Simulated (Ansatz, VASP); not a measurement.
## Nb3Cl8 in VASP and in Ansatz

```
CELL_PARAMETERS angstrom
6.80130 0.00000 0.00000
-3.40065 5.89010 0.00000
0.00000 0.00000 12.76793
ATOMIC_POSITIONS crystal
Nb 0.52889 0.05779 0.24576
Nb 0.94221 0.47111 0.24576
Nb 0.52889 0.47111 0.24576
Nb 0.47111 0.94221 0.75424
Nb 0.47111 0.52889 0.75424
Nb 0.05779 0.52889 0.75424
Cl 0.66667 0.33333 0.10078
Cl 0.33333 0.66667 0.89922
Cl 0.33333 0.66667 0.35154
Cl 0.66667 0.33333 0.64846
Cl 0.66991 0.83495 0.13968
Cl 0.16505 0.83495 0.13968
Cl 0.16505 0.33009 0.13968
Cl 0.83495 0.16505 0.86032
Cl 0.33009 0.16505 0.86032
Cl 0.83495 0.66991 0.86032
Cl 0.33690 0.16845 0.37524
Cl 0.83155 0.16845 0.37524
Cl 0.83155 0.66310 0.37524
Cl 0.16845 0.83155 0.62476
Cl 0.66310 0.83155 0.62476
Cl 0.16845 0.33690 0.62476
```

Alike in both runs: task single point; functional LDA; k mesh 3 × 3 × 2; occupations gaussian, width 0.1 eV; no spin polarisation.

```csv
,VASP,Ansatz
version,VASP 6.6.1,Ansatz 0.2.0
potentials or method,"VASP PAW LDA potentials, release 64 (Nb_sv, Cl), cutoff 520 eV","scalar-relativistic, plane waves, PAW"
valence electrons in the cell,190,190
```

```tsv
	VASP	Ansatz	Ansatz less VASP
gap on the k mesh at the Fermi level (eV)	none	none	-
pressure (GPa)	-5.7	-5.6	+0.10
traceless stress, the component that is largest in VASP (GPa)	0.12	0.11	-0.007
rms of the force components (eV/Å)	0.323	0.321	-0.0019
```

LDA's correlation is that of Perdew and Zunger in VASP and of Perdew and Wang (1992) in Ansatz. Atom by atom the forces differ by 0.003 eV/Å (rms over components). A gap of «none» marks a metal or a gap that the smearing closes.
